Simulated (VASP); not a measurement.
Input of a VASP 6.6.1 run:

INCAR

```
SYSTEM = Mo
  PREC = Accurate
  ENCUT = 600
  EDIFF = 1E-6
  ISMEAR = -1
  SIGMA = 0.15
  LREAL = .False.
  LASPH = .True.
  NELM = 80
  ALGO = Fast
  ISIF = 3
  LWAVE = .False.
  LCHARG = .False.
  IBRION = 2
  NSW = 80
  EDIFFG = -0.001
```

KPOINTS

```
Automatic mesh
0
Gamma
  16 16 16
  0 0 0
```

File POSCAR:

```
Mo
1.0
   -1.5554614235      1.5554614235      1.5554614235
    1.5554614235     -1.5554614235      1.5554614235
    1.5554614235      1.5554614235     -1.5554614235
Mo
1
Direct
    0.0000000000      0.0000000000      0.0000000000
```

Potentials or basis: VASP PAW LDA potentials, release 64 (Mo_sv).

The run is started by

```sh
$ cat potpaw_LDA.64/Mo_sv/POTCAR > POTCAR
$ mpirun -np 1 vasp_std > vasp.out
```

(1) What does it give for the space group after relaxing (to 0.05 Å)?

(2) What does it give for the band gap on the k mesh?

Results:

(1) Im-3m (No. 229).

(2) zero (band 7 reaches 17.22 eV, above the bottom of band 8 at 11.58 eV).
